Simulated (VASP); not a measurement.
# In16H (a cell with a defect) in VASP: single point with PBE

Aim: the single point of In16H (a cell with a defect) with PBE.

Everything below comes from runs of VASP 6.6.1. Logs are shortened: lines on timing, memory, paths and dates and some standing lists are left out, and cuts for length are marked.

## 1. The cell of the first run

The cell holds a defect, 17 atoms: a = 8.296 Å, b = 8.296 Å, c = 8.296 Å, α = 109.45°, β = 109.45°, γ = 109.51°.

## 2. Single point, PBE

INCAR

```
  PREC = Accurate
  ENCUT = 400
  EDIFF = 1E-6
  ISMEAR = 0
  SIGMA = 0.1
  LREAL = F
  LASPH = T
  NELM = 120
  ALGO = Normal
  ISIF = 2
  LWAVE = F
  LCHARG = F
  GGA = PE
  NBANDS = 118
  GGA_COMPAT = F
```

KPOINTS

```
Automatic mesh
0
Gamma
  4 4 4
  0.5 0.5 0.5
```

POSCAR

```
In16H
1.0
    6.7754602306      0.0000000000     -4.7878627362
   -6.7754602306      0.0000000000     -4.7878627362
    0.0000000000      6.7754602306      4.7878627362
In H
16 1
Direct
    0.2453420376      0.7510709303      0.0010417005
    0.5018219768      0.5046335939      0.0010107062
    0.7456545366      0.2439963637     -0.0013461816
   -0.0001138574      0.7258558675      0.2627769833
    0.2542559124      0.4983150529      0.2529071003
    0.7456492479      0.7486142126      0.4940088033
   -0.0000766479      0.0127809289     -0.0241081778
    0.4981437848      0.2491891835      0.2527847470
    0.7461649916     -0.0006411039      0.2493960473
    0.0000223161      0.4956279113      0.5044863203
    0.5018050868      0.7510237292      0.7545952343
    0.2537011997      0.2531016832      0.5030628008
    0.7546129688      0.5056813918      0.7557076310
    0.4981496144      0.0027674727      0.4992111067
   -0.0000699620      0.2544261079      0.7455924510
    0.2542456833      0.0029579564      0.7483035583
    1.0005757434      0.9172943159      1.1673094861
```

Potentials or basis: VASP PAW PBE potentials, release 64 (In_d, H).

Command:

```console
cat potpaw_PBE.64/In_d/POTCAR potpaw_PBE.64/H/POTCAR > POTCAR
mpirun -np 1 vasp_std > vasp.out
```

OUTCAR:

```text
PREC = Accurate
   ENCUT = 400
   EDIFF = 1E-6
   ISMEAR = 0
   LREAL = F
   LASPH = T
   NELM = 120
   ISIF = 2
   GGA = PE

 ion  position               nearest neighbor table
   1  0.245  0.751  0.001-  13 3.32  15 3.36  10 3.37   8 3.37  14 3.38   9 3.39  11 3.41   2 3.41
                            16 3.42   5 3.42   4 3.45   7 3.45
   2  0.502  0.505  0.001-  11 3.34   6 3.34   9 3.35  13 3.37  12 3.37   5 3.38   4 3.39  16 3.40
                            15 3.40   1 3.41   3 3.42   8 3.44
   3  0.746  0.244  0.999-   4 3.27   7 3.30  16 3.33  11 3.34   9 3.36  14 3.38   8 3.40   2 3.42
                            13 3.42  10 3.43  15 3.44   5 3.44
   4  1.000  0.726  0.263-  17 2.00  10 3.20   3 3.27   5 3.27   6 3.30  16 3.30   2 3.39  14 3.39
                             1 3.45  13 3.45  12 3.58   9 3.58   7 3.89
   5  0.254  0.498  0.253-   4 3.27   7 3.30   6 3.33   8 3.34  12 3.36   2 3.38  11 3.40  14 3.42
                             1 3.42  10 3.43  15 3.44   3 3.44
   6  0.746  0.749  0.494-   7 3.27   4 3.30   5 3.33   2 3.34   9 3.36   8 3.38  14 3.40  11 3.42
                            13 3.42  15 3.43  10 3.44  16 3.44
   7  1.000  0.013  0.976-  17 2.00  15 3.20  16 3.27   6 3.27   5 3.30   3 3.30  11 3.39   8 3.39
                            13 3.44   1 3.45   9 3.58  12 3.58   4 3.89
   8  0.498  0.249  0.253-  14 3.34   5 3.34  12 3.35   9 3.37   1 3.37   6 3.38   7 3.39   3 3.40
                            10 3.40  13 3.41  16 3.42   2 3.44
   9  0.746  0.999  0.249-   2 3.35  11 3.35   6 3.36   3 3.36  10 3.36  15 3.36  14 3.37   8 3.37
                             1 3.39  12 3.44   7 3.58   4 3.58
  10  0.000  0.496  0.504-   4 3.20  15 3.27   9 3.36  12 3.36  13 3.36   1 3.37  11 3.40   8 3.40
                             5 3.43   3 3.43  16 3.44   6 3.44
  11  0.502  0.751  0.755-   2 3.34   3 3.34   9 3.35  12 3.37  13 3.38  16 3.38   7 3.39  10 3.40
                             5 3.40   1 3.41   6 3.42  14 3.44
  12  0.254  0.253  0.503-   8 3.35  14 3.35   5 3.36  16 3.36  15 3.36  10 3.36  11 3.37   2 3.37
                            13 3.39   9 3.44   4 3.58   7 3.58
  13  0.755  0.506  0.756-   1 3.32  10 3.36  15 3.37   2 3.37  11 3.38  12 3.39  14 3.41   8 3.41
                             3 3.42   6 3.42   7 3.44   4 3.45
  14  0.498  0.003  0.499-   8 3.34  16 3.34  12 3.35   9 3.37   1 3.38   3 3.38   4 3.39  15 3.40
                             6 3.40  13 3.41   5 3.42  11 3.44
  15  1.000  0.254  0.746-   7 3.20  10 3.27  12 3.36   9 3.36   1 3.36  13 3.37  14 3.40   2 3.40
                             6 3.43  16 3.43   3 3.44   5 3.44
  16  0.254  0.003  0.748-   7 3.27   4 3.30   3 3.33  14 3.34  12 3.36  11 3.38   2 3.40   1 3.42
                             8 3.42  15 3.43  10 3.44   6 3.44
  17  0.001  0.917  0.167-   7 2.00   4 2.00

  LATTYP: Found a body centered tetragonal cell.
 ALAT       =     9.5819477494
 C/A-ratio  =     0.9993506250

  Lattice vectors:

 A1 = (   6.7754602306,   0.0000000000,  -4.7878627362)
 A2 = (  -6.7754602306,   0.0000000000,  -4.7878627362)
 A3 = (   0.0000000000,   6.7754602306,   4.7878627362)

Analysis of symmetry for initial positions (statically):
=====================================================================
 Subroutine PRICEL returns:
 Original cell was already a primitive cell.

 Routine SETGRP: Setting up the symmetry group for a
 body centered tetragonal supercell.

 Subroutine GETGRP returns: Found  1 space group operations
 (whereof  1 operations were pure point group operations)
 out of a pool of 16 trial point group operations.

The static configuration has the point symmetry C_1 .

Analysis of symmetry for dynamics (positions and initial velocities):
=====================================================================
 Subroutine PRICEL returns:
 Original cell was already a primitive cell.

 Routine SETGRP: Setting up the symmetry group for a
 body centered tetragonal supercell.

 Subroutine GETGRP returns: Found  1 space group operations
 (whereof  1 operations were pure point group operations)
 out of a pool of 16 trial point group operations.

The dynamic configuration has the point symmetry C_1 .

 Subroutine INISYM returns: Found  1 space group operations
 (whereof  1 operations are pure point group operations),
 and found     1 'primitive' translations

----------------------------------------------------------------------------------------

                                     Primitive cell

  volume of cell :     439.5915

[... 56 lines left out ...]

  Cartesian coordinates                     Fractional coordinates (reciprocal lattice)
     0.018448931  0.018448931 -0.026107682     0.250000000  0.000000000  0.000000000
    -0.018448931  0.018448931 -0.026107682     0.000000000  0.250000000  0.000000000
     0.000000000  0.036897863  0.000000000     0.000000000  0.000000000  0.250000000

  Length of vectors
     0.036909853  0.036909853  0.036897863

  Shift w.r.t. Gamma in fractional coordinates (k-lattice)
     0.500000000  0.500000000  0.500000000

 Subroutine IBZKPT returns following result:
 ===========================================

 Found     32 irreducible k-points:

 Following reciprocal coordinates:
            Coordinates               Weight
  0.125000  0.125000  0.125000      2.000000
  0.375000 -0.125000 -0.125000      2.000000
  0.125000  0.125000 -0.375000      2.000000
 -0.125000  0.375000 -0.125000      2.000000
  0.375000  0.125000  0.125000      2.000000
 -0.375000 -0.125000 -0.375000      2.000000
[... 16 lines left out ...]
 -0.375000 -0.375000 -0.375000      2.000000
 -0.125000  0.375000  0.375000      2.000000
 [... further k-points ...]
   k-points           NKPTS =     32   k-points in BZ     NKDIM =     32   number of bands    NBANDS=    118
   number of dos      NEDOS =    301   number of ions     NIONS =     17
   total plane-waves  NPLWV = 157464
   dimension x,y,z NGX =    54 NGY =   54 NGZ =   54
   dimension x,y,z NGXF=   108 NGYF=  108 NGZF=  108
   ions per type =              16   1
   NGX,Y,Z   is equivalent  to a cutoff of  10.82, 10.82, 10.82 a.u.
   NGXF,Y,Z  is equivalent  to a cutoff of  21.64, 21.64, 21.64 a.u.
 SYSTEM =  unknown system
   PREC   = accura    normal or accurate (medium, high low for compatibility)
   ISTART =      0    job   : 0-new  1-cont  2-samecut
   ICHARG =      2    charge: 1-file 2-atom 10-const
   ISPIN  =      1    spin polarized calculation?
   LNONCOLLINEAR =      F non collinear calculations
   LSORBIT =      F    spin-orbit coupling
   LASPH  =      T    aspherical Exc in radial PAW
   ENCUT  =  400.0 eV  29.40 Ry    5.42 a.u.  13.53 13.53 13.53*2*pi/ulx,y,z
   NELM   =    120;   NELMIN=  2; NELMDL= -5     # of ELM steps
   EDIFF  = 0.1E-05   stopping-criterion for ELM
   LREAL  =      F    real-space projection
   EDIFFG = 0.1E-04   stopping-criterion for IOM
   NSW    =      0    number of steps for IOM
   IBRION =     -1    ionic relax: 0-MD 1-quasi-New 2-CG
   NFREE  =      0    steps in history (QN), initial steepest desc. (CG)
   ISIF   =      2    stress and relaxation
   ISYM   =      2    0-nonsym 1-usesym 2-fastsym
   POTIM  = 0.5000    time-step for ionic-motion
   TEBEG  =    0.0;   TEEND  =   0.0 temperature during run
   PSTRESS=    0.0 pullay stress
   NELECT =     209.0000    total number of electrons
   NUPDOWN=      -1.0000    fix difference up-down
   EMIN   =  10.00;   EMAX   =-10.00  energy-range for DOS
   EFERMI =   0.00;   METHOD = LEGACY
   ISMEAR =     0;   SIGMA  =   0.10  broadening in eV -4-tet -1-fermi 0-gaus
   EFERMI_NEDOS =   21; number of points for ismear=-14 and -15
   IALGO  =     38    algorithm
   IMIX   =      4    mixing-type and parameters
     AMIX     =   0.40;   BMIX     =  1.00
     AMIX_MAG =   1.60;   BMIX_MAG =  1.00
  volume/ion in A,a.u.               =      25.86       174.50
  Fermi-wavevector in a.u.,A,eV,Ry     =   1.277734  2.414567 22.212933  1.632605
  Thomas-Fermi vector in A             =   2.410317
   LORBIT       =      0    0 simple, 1 ext, 2 COOP (PROOUT), +10 PAW based schemes
   GGA     = PE    functional components
   LHFCALC =     F    Hartree Fock is set to
   AEXX    =    0.0000 exact exchange contribution
   IVDW    =     0    specifies the selected vdW correction
   LEPSILON=     F    determine dielectric tensor
   LRPA    =     F    only Hartree local field effects (RPA)
 non-spin polarized calculation
 Gauss-broadening in eV      SIGMA  =   0.10
  energy-cutoff  :      400.00
  volume of cell :      439.59
 maximum number of plane-waves:      8027
 NGX is ok and might be reduce to    54
   NGX = 27   NGY = 27   NGZ = 27

 number of electron     208.9999972 magnetization

 Free energy of the ion-electron system (eV)
  ---------------------------------------------------
  ext. energy  EPLUGINS =         0.00000000
  ---------------------------------------------------
  free energy    TOTEN  =       -43.21967184 eV

  energy without entropy =      -43.14979268  energy(sigma->0) =      -43.18473226

 E-fermi :   6.9663     XC(G=0): -10.0535

 val. band max:        6.9589336129   @ k =  -0.3750   0.3750   0.3750
 cond. band min:       6.9681146819   @ k =   0.1250   0.3750   0.3750
 fundamental gap:      0.0091810690
 Fermi energy:         6.9662820957

 k-point     1 :       0.1250    0.1250    0.1250
  band No.  band energies     occupation
      1      -7.7491      2.00000
      2      -7.7298      2.00000
      3      -7.7252      2.00000
      4      -7.6557      2.00000
      5      -7.6464      2.00000
      6      -7.6451      2.00000
[... 2845 lines left out ...]
    115       9.5590      0.00000
    116       9.9054      0.00000

 [... further k-points ...]

 [bands above 116 left out]

------------------------ aborting loop because EDIFF is reached ----------------------------------------

  FORCE on cell =-STRESS in cart. coord.  units (eV):
  Direction    XX          YY          ZZ          XY          YZ          ZX
  --------------------------------------------------------------------------------------
  -------------------------------------------------------------------------------------
  Total        2.2472567      2.2475676      1.9577995     -0.1852447      0.3649710      0.3651561
  in kB        8.1905673      8.1917002      7.1355838     -0.6751606      1.3302082      1.3308828
  external PRESSURE =       7.8392838 kB  Pullay stress =       0.0000000 kB

 VOLUME and BASIS-vectors are now :
 -----------------------------------------------------------------------------
  energy-cutoff  :      400.00
  volume of cell :      439.59
      direct lattice vectors                 reciprocal lattice vectors
     6.775460231  0.000000000 -4.787862736     0.073795725  0.073795725 -0.104430730
    -6.775460231  0.000000000 -4.787862736    -0.073795725  0.073795725 -0.104430730
     0.000000000  6.775460231  4.787862736     0.000000000  0.147591450  0.000000000

 POSITION                                       TOTAL-FORCE (eV/Angst)
 -----------------------------------------------------------------------------------
     -3.42655      0.00706     -4.76570        -0.001713     -0.004915      0.004890
     -0.01905      0.00685     -4.81393        -0.000453      0.000296      0.007159
      3.39896      6.76634      0.04310         0.015775     -0.001180      0.002334
      1.85668      1.78043     -7.00448         0.029397     -0.005609      0.016834
     -1.65361      1.71356     -2.39232         0.009860     -0.007014      0.010377
     -0.02009      3.34714     -4.78908         0.007044     -0.009965     -0.010263
[... 9 lines left out ...]
      1.70259      5.07010      2.35132         0.001157     -0.015786     -0.002241
     -6.21119      1.13360     -3.59358        -0.071468      0.071721     -0.000048
 -----------------------------------------------------------------------------------
    total drift:                                0.001205     -0.001266     -0.000009

  FREE ENERGIE OF THE ION-ELECTRON SYSTEM (eV)
  ---------------------------------------------------
  free  energy   TOTEN  =       -43.2196718384 eV

  energy  without entropy=      -43.1497926794  energy(sigma->0) =      -43.18473226
```

It took 43 min on 1 thread of Oxide Virtual Turin-like, shared host; peak memory 0.84 GiB.

What came out:

* Free energy: -43.2197 eV
* Pressure: 0.8 GPa
* Largest force: 0.101 eV/Å
* Band gap on the k mesh: zero (an odd number of electrons rules out a gap without spin polarisation)

Forces in eV/Å, atoms in the order of the input:
```
In  -0.002 -0.005  0.005
In   0.000  0.000  0.007
In   0.016 -0.001  0.002
In   0.029 -0.006  0.017
In   0.010 -0.007  0.010
In   0.007 -0.010 -0.010
In   0.006 -0.030 -0.017
In   0.000  0.000 -0.007
In  -0.004  0.002  0.001
In   0.012  0.004  0.011
In  -0.006 -0.005  0.000
In  -0.002  0.004 -0.001
In   0.005  0.002 -0.005
In   0.005  0.006  0.000
In  -0.004 -0.012 -0.011
In   0.001 -0.016 -0.002
H   -0.071  0.072  0.000
```

Levels at points of the mesh, in eV from the Fermi level:
| k point | band 102 | band 103 | band 104 | band 105 | band 106 | band 107 | band 108 | band 109 | band 110 | band 111 |
| --- | --- | --- | --- | --- | --- | --- | --- | --- | --- | --- |
| (0.12, 0.12, 0.12) | -0.15 | 0.02 | 0.16 | 0.22 | 0.23 | 0.28 | 0.30 | 1.53 | 1.86 | 1.91 |

Caveat: spin-orbit coupling is left out, which moves the levels of the heavy elements.
